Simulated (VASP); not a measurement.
**PbO2: single point with PBEsol**

The system is PbO2.

```
CELL_PARAMETERS angstrom
5.14718 0.00000 0.00000
0.00000 5.14718 0.00000
0.00000 0.00000 3.35015
ATOMIC_POSITIONS crystal
Pb 0.00000 0.00000 0.00000
Pb 0.50000 0.50000 0.50000
O 0.30783 0.30783 0.00000
O 0.19217 0.80783 0.50000
O 0.69217 0.69217 0.00000
O 0.80783 0.19217 0.50000
```

This cell differs from its parent crystal: biaxial strain in the a-b plane: +3.0 %.

- Program: VASP 6.6.1
- Task: single point
- Functional: PBEsol
- Potentials or basis: VASP PAW PBE potentials, release 64 (Pb_d, O)
- Cutoff: 520 eV
- k mesh: 8 × 8 × 10
- Occupations: gaussian, width 0.1 eV
- Spin: no spin polarisation
- Dipole correction: no
- Further INCAR settings: ALGO = Normal; EDIFF = 1e-06; NBANDS = 35

```yaml
Pressure: -3.5 GPa
Largest_force: 0.054 eV/Å
Band_gap_on_the_k_mesh: 0.03 eV
```

Forces on the atoms (eV/Å):
```
Pb   0.000  0.000  0.000
Pb   0.000  0.000  0.000
O    0.038  0.038  0.000
O   -0.038  0.038  0.000
O   -0.038 -0.038  0.000
O    0.038 -0.038  0.000
```

Stress tensor (GPa, compression positive):
```
-4.63  0.00  0.00
 0.00 -4.63  0.00
 0.00  0.00 -1.20
```

Levels at points of the mesh, in eV from the valence-band top:
```
           k point  band 24  band 25  band 26  band 27  band 28  band 29
(0.00, 0.00, 0.00)    -0.59    -0.59    -0.57     0.08     4.03     5.78
(0.50, 0.00, 0.00)    -0.61    -0.42    -0.42     2.03     2.03     6.42
(0.50, 0.50, 0.00)    -0.63    -0.53    -0.53     2.53     2.53     6.54
(0.00, 0.00, 0.50)    -1.04    -0.75    -0.75     3.38     3.38     8.32
(0.50, 0.00, 0.50)    -0.76    -0.35    -0.35     3.63     3.63     6.70
(0.50, 0.50, 0.50)    -0.66    -0.55    -0.55     2.50     2.50     7.93
```

Wall time 2.5 min on 1 thread of Intel(R) Xeon(R) Platinum 8488C (Sapphire Rapids), with other jobs on the host, peak memory 0.35 GiB.

Caveat: the cell differs from its parent crystal (biaxial strain in the a-b plane: +3.0 %); the cell stands under tension; the PAW data sets were made with another functional, which shifts forces and pressure a little; spin-orbit coupling is left out, which moves the levels of the heavy elements. A k mesh can miss the band edges.
